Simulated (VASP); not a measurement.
# GaAs (F-43m) in VASP: relaxation of cell and atoms with RPBE

Aim: the relaxation of cell and atoms of GaAs with RPBE.

Everything below comes from runs of VASP 6.6.1. Logs are shortened: lines on timing, memory, paths and dates and some standing lists are left out, and cuts for length are marked.

### 1 The cell of the first run

Symmetry: F-43m, No. 216, cubic system. The conventional cell has a = 5.804 Å, b = 5.804 Å, c = 5.804 Å, α = 90.00°, β = 90.00°, γ = 90.00°. Ga (site symmetry -43m) has 4 As at 2.51 Å within 3.3 Å. As (site symmetry -43m) has 4 Ga at 2.51 Å within 3.3 Å.

### 2 Relaxation of cell and atoms, RPBE

Contents of INCAR:

```
SYSTEM = GaAs
PREC = Accurate
ENCUT = 600
EDIFF = 1E-6
ISMEAR = 0
SIGMA = 0.01
LREAL = .FALSE.
LASPH = .TRUE.
NELM = 100
ALGO = Normal
ISIF = 3
LWAVE = .FALSE.
LCHARG = .FALSE.
GGA = RP
IBRION = 2
NSW = 80
EDIFFG = -0.001
```

Contents of KPOINTS:

```
Automatic mesh
0
G
  12 12 12
  0 0 0
```

Contents of POSCAR:

```
GaAs
1.0
    0.0000000000      2.9019151757      2.9019151757
    2.9019151757      0.0000000000      2.9019151757
    2.9019151757      2.9019151757      0.0000000000
Ga As
1 1
Direct
    0.0000000000      0.0000000000      0.0000000000
    0.7500000000      0.7500000000      0.7500000000
```

Potentials or basis: VASP PAW PBE potentials, release 64 (Ga_d, As).

Launch:

```
cat potpaw_PBE.64/Ga_d/POTCAR potpaw_PBE.64/As/POTCAR > POTCAR
mpirun -np 1 vasp_std > vasp.out
```

OUTCAR:

```text
SYSTEM = GaAs
   PREC = Accurate
   ENCUT = 600
   EDIFF = 1E-6
   ISMEAR = 0
   LREAL = .FALSE.
   LASPH = .TRUE.
   NELM = 100
   ISIF = 3
   GGA = RP
   IBRION = 2
   NSW = 80
   EDIFFG = -0.001

 ion  position               nearest neighbor table
   1  0.000  0.000  0.000-   2 2.51   2 2.51   2 2.51   2 2.51
   2  0.750  0.750  0.750-   1 2.51   1 2.51   1 2.51   1 2.51

  LATTYP: Found a face centered cubic cell.
 ALAT       =     5.8038303514

  Lattice vectors:

 A1 = (   0.0000000000,   2.9019151757,   2.9019151757)
 A2 = (   2.9019151757,   0.0000000000,   2.9019151757)
 A3 = (   2.9019151757,   2.9019151757,   0.0000000000)

Analysis of symmetry for initial positions (statically):
=====================================================================
 Subroutine PRICEL returns:
 Original cell was already a primitive cell.

 Routine SETGRP: Setting up the symmetry group for a
 face centered cubic supercell.

 Subroutine GETGRP returns: Found 24 space group operations
 (whereof 24 operations were pure point group operations)
 out of a pool of 48 trial point group operations.

The static configuration has the point symmetry T_d .

Analysis of symmetry for dynamics (positions and initial velocities):
=====================================================================
 Subroutine PRICEL returns:
 Original cell was already a primitive cell.

 Routine SETGRP: Setting up the symmetry group for a
 face centered cubic supercell.

 Subroutine GETGRP returns: Found 24 space group operations
 (whereof 24 operations were pure point group operations)
 out of a pool of 48 trial point group operations.

The dynamic configuration has the point symmetry T_d .

 Subroutine INISYM returns: Found 24 space group operations
 (whereof 24 operations are pure point group operations),
 and found     1 'primitive' translations

----------------------------------------------------------------------------------------

                                     Primitive cell

  volume of cell :      48.8747

  direct lattice vectors                    reciprocal lattice vectors
     0.000000000  2.901915176  2.901915176    -0.172300005  0.172300005  0.172300005
     2.901915176  0.000000000  2.901915176     0.172300005 -0.172300005  0.172300005
     2.901915176  2.901915176  0.000000000     0.172300005  0.172300005 -0.172300005

  length of vectors
     4.103927798  4.103927798  4.103927798     0.298432363  0.298432363  0.298432363

  position of ions in fractional coordinates (direct lattice)
     0.000000000  0.000000000  0.000000000
     0.750000000  0.750000000  0.750000000

  ion indices of the primitive-cell ions
   primitive index   ion index
                 1           1
                 2           2

----------------------------------------------------------------------------------------

 KPOINTS: Automatic mesh

Automatic generation of k-mesh.
 Grid dimensions read from file:
 generate k-points for:   12   12   12

 Generating k-lattice:

  Cartesian coordinates                     Fractional coordinates (reciprocal lattice)
    -0.014358334  0.014358334  0.014358334     0.083333333  0.000000000  0.000000000
     0.014358334 -0.014358334  0.014358334     0.000000000  0.083333333  0.000000000
     0.014358334  0.014358334 -0.014358334     0.000000000  0.000000000  0.083333333

  Length of vectors
     0.024869364  0.024869364  0.024869364

  Shift w.r.t. Gamma in fractional coordinates (k-lattice)
     0.000000000  0.000000000  0.000000000

 Subroutine IBZKPT returns following result:
 ===========================================

 Found     72 irreducible k-points:

 Following reciprocal coordinates:
            Coordinates               Weight
  0.000000  0.000000  0.000000      1.000000
  0.083333  0.000000  0.000000      8.000000
  0.166667  0.000000  0.000000      8.000000
  0.250000  0.000000  0.000000      8.000000
  0.333333  0.000000  0.000000      8.000000
  0.416667  0.000000  0.000000      8.000000
[... 16 lines left out ...]
  0.500000  0.166667  0.000000     24.000000
 -0.416667  0.166667  0.000000     24.000000
 [... further k-points ...]
   k-points           NKPTS =     72   k-points in BZ     NKDIM =     72   number of bands    NBANDS=     13
   number of dos      NEDOS =    301   number of ions     NIONS =      2
   total plane-waves  NPLWV =  46656
   dimension x,y,z NGX =    36 NGY =   36 NGZ =   36
   dimension x,y,z NGXF=    72 NGYF=   72 NGZF=   72
   ions per type =               1   1
   NGX,Y,Z   is equivalent  to a cutoff of  14.58, 14.58, 14.58 a.u.
   NGXF,Y,Z  is equivalent  to a cutoff of  29.17, 29.17, 29.17 a.u.
 SYSTEM =  GaAs
   PREC   = accura    normal or accurate (medium, high low for compatibility)
   ISTART =      0    job   : 0-new  1-cont  2-samecut
   ICHARG =      2    charge: 1-file 2-atom 10-const
   ISPIN  =      1    spin polarized calculation?
   LNONCOLLINEAR =      F non collinear calculations
   LSORBIT =      F    spin-orbit coupling
   LASPH  =      T    aspherical Exc in radial PAW
   ENCUT  =  600.0 eV  44.10 Ry    6.64 a.u.   8.20  8.20  8.20*2*pi/ulx,y,z
   NELM   =    100;   NELMIN=  2; NELMDL= -5     # of ELM steps
   EDIFF  = 0.1E-05   stopping-criterion for ELM
   LREAL  =      F    real-space projection
   EDIFFG = -.1E-02   stopping-criterion for IOM
   NSW    =     80    number of steps for IOM
   IBRION =      2    ionic relax: 0-MD 1-quasi-New 2-CG
   NFREE  =      1    steps in history (QN), initial steepest desc. (CG)
   ISIF   =      3    stress and relaxation
   ISYM   =      2    0-nonsym 1-usesym 2-fastsym
   POTIM  = 0.5000    time-step for ionic-motion
   TEBEG  =    0.0;   TEEND  =   0.0 temperature during run
   PSTRESS=    0.0 pullay stress
   NELECT =      18.0000    total number of electrons
   NUPDOWN=      -1.0000    fix difference up-down
   EMIN   =  10.00;   EMAX   =-10.00  energy-range for DOS
   EFERMI =   0.00;   METHOD = LEGACY
   ISMEAR =     0;   SIGMA  =   0.01  broadening in eV -4-tet -1-fermi 0-gaus
   EFERMI_NEDOS =   21; number of points for ismear=-14 and -15
   IALGO  =     38    algorithm
   IMIX   =      4    mixing-type and parameters
     AMIX     =   0.40;   BMIX     =  1.00
     AMIX_MAG =   1.60;   BMIX_MAG =  1.00
  volume/ion in A,a.u.               =      24.44       164.91
  Fermi-wavevector in a.u.,A,eV,Ry     =   1.173467  2.217531 18.735566  1.377025
  Thomas-Fermi vector in A             =   2.309880
   LORBIT       =      0    0 simple, 1 ext, 2 COOP (PROOUT), +10 PAW based schemes
   GGA     = RP    functional components
   LHFCALC =     F    Hartree Fock is set to
   AEXX    =    0.0000 exact exchange contribution
   IVDW    =     0    specifies the selected vdW correction
   LEPSILON=     F    determine dielectric tensor
   LRPA    =     F    only Hartree local field effects (RPA)
 conjugate gradient relaxation of ions
 non-spin polarized calculation
 Gauss-broadening in eV      SIGMA  =   0.01
  energy-cutoff  :      600.00
  volume of cell :       48.87
 maximum number of plane-waves:      1660
 NGX is ok and might be reduce to    36
   NGX = 17   NGY = 17   NGZ = 17

--------------------------------------- Ionic step        1  -------------------------------------------

 number of electron      18.0000005 magnetization

 Free energy of the ion-electron system (eV)
  ---------------------------------------------------
  ext. energy  EPLUGINS =         0.00000000
  ---------------------------------------------------
  free energy    TOTEN  =        -7.60113433 eV

  energy without entropy =       -7.60113433  energy(sigma->0) =       -7.60113433

------------------------ aborting loop because EDIFF is reached ----------------------------------------

  FORCE on cell =-STRESS in cart. coord.  units (eV):
  Direction    XX          YY          ZZ          XY          YZ          ZX
  --------------------------------------------------------------------------------------
  -------------------------------------------------------------------------------------
  Total        0.0388382      0.0388382      0.0388382      0.0000000     -0.0000000      0.0000000
  in kB        1.2731681      1.2731681      1.2731681      0.0000000     -0.0000000      0.0000000
  external PRESSURE =       1.2731681 kB  Pullay stress =       0.0000000 kB
[... 89 lines left out ...]
  FREE ENERGIE OF THE ION-ELECTRON SYSTEM (eV)
  ---------------------------------------------------
  free  energy   TOTEN  =        -7.6011740723 eV

  energy  without entropy=       -7.6011740634  energy(sigma->0) =       -7.60117407

[... ionic steps 4 to 9 ...]

--------------------------------------- Ionic step       10  -------------------------------------------

 number of electron      18.0000005 magnetization

------------------------ aborting loop because EDIFF is reached ----------------------------------------
[... 67 lines left out ...]
--------------------------------------- Ionic step       12  -------------------------------------------

 number of electron      18.0000005 magnetization

 Free energy of the ion-electron system (eV)
  ---------------------------------------------------
  ext. energy  EPLUGINS =         0.00000000
  ---------------------------------------------------
  free energy    TOTEN  =        -7.60117423 eV

  energy without entropy =       -7.60117422  energy(sigma->0) =       -7.60117422

 E-fermi :   3.3397     XC(G=0):  -9.0474

 val. band max:        3.3123135406   @ k =   0.0000   0.0000   0.0000
 cond. band min:       3.3651040978   @ k =   0.0000   0.0000   0.0000
 fundamental gap:      0.0527905572
 Fermi energy:         3.3396865961

 k-point     1 :       0.0000    0.0000    0.0000
  band No.  band energies     occupation
      1     -11.3685      2.00000
      2     -11.3685      2.00000
      3     -11.3685      2.00000
      4     -11.3075      2.00000
      5     -11.3075      2.00000
      6      -8.8232      2.00000
      7       3.3123      1.99989
      8       3.3123      1.99989
      9       3.3123      1.99989
     10       3.3651      0.00032
     11       7.0470      0.00000
     12       7.0470      0.00000
     13       7.0470      0.00000
[... 354 lines left out ...]
  band No.  band energies     occupation
      1     -11.4280      2.00000
      2     -11.3507      2.00000
      3     -11.3484      2.00000
      4     -11.3077      2.00000
      5     -11.3052      2.00000
      6      -7.1363      2.00000
      7      -2.7559      2.00000
      8       0.7685      2.00000
      9       1.9972      2.00000
     10       5.5385      0.00000
     11       7.8675      0.00000
     12       8.7728      0.00000
     13      10.9801      0.00000

 [... further k-points ...]

------------------------ aborting loop because EDIFF is reached ----------------------------------------

  FORCE on cell =-STRESS in cart. coord.  units (eV):
  Direction    XX          YY          ZZ          XY          YZ          ZX
  --------------------------------------------------------------------------------------
  -------------------------------------------------------------------------------------
  Total        0.0002880      0.0002880      0.0002880     -0.0000000      0.0000000      0.0000000
  in kB        0.0094213      0.0094213      0.0094213     -0.0000000      0.0000000      0.0000000
  external PRESSURE =       0.0094213 kB  Pullay stress =       0.0000000 kB
[... 17 lines left out ...]
  FREE ENERGIE OF THE ION-ELECTRON SYSTEM (eV)
  ---------------------------------------------------
  free  energy   TOTEN  =        -7.6011742267 eV

  energy  without entropy=       -7.6011742161  energy(sigma->0) =       -7.60117422

 reached required accuracy - stopping structural energy minimisation
```

Wall time 97 s (1 thread of Intel Xeon 6975P-C (Granite Rapids), shared host); peak memory 0.25 GiB.

What came out:

```
Free energy                           : -7.6012 eV
Relaxed volume                        : 24.49 Å³/atom
Relaxed cell                          : a = 4.107 Å, b = 4.107 Å, c = 4.107 Å, α = 60.00°, β = 60.00°, γ = 60.00°
Space group after relaxing (to 0.1 Å) : F-43m (No. 216)
Energy gained by relaxing             : 0.0 meV/atom
Ionic steps                           : 12
Pressure after relaxing               : 0.0 GPa
Band gap on the k mesh                : 0.05 eV
```

Final structure:
```
CELL_PARAMETERS angstrom
0.00000 2.90399 2.90399
2.90399 0.00000 2.90399
2.90399 2.90399 0.00000
ATOMIC_POSITIONS crystal
Ga 0.00000 0.00000 0.00000
As 0.75000 0.75000 0.75000
```

Caveat: the PAW data sets were made with another functional, which shifts forces and pressure a little.
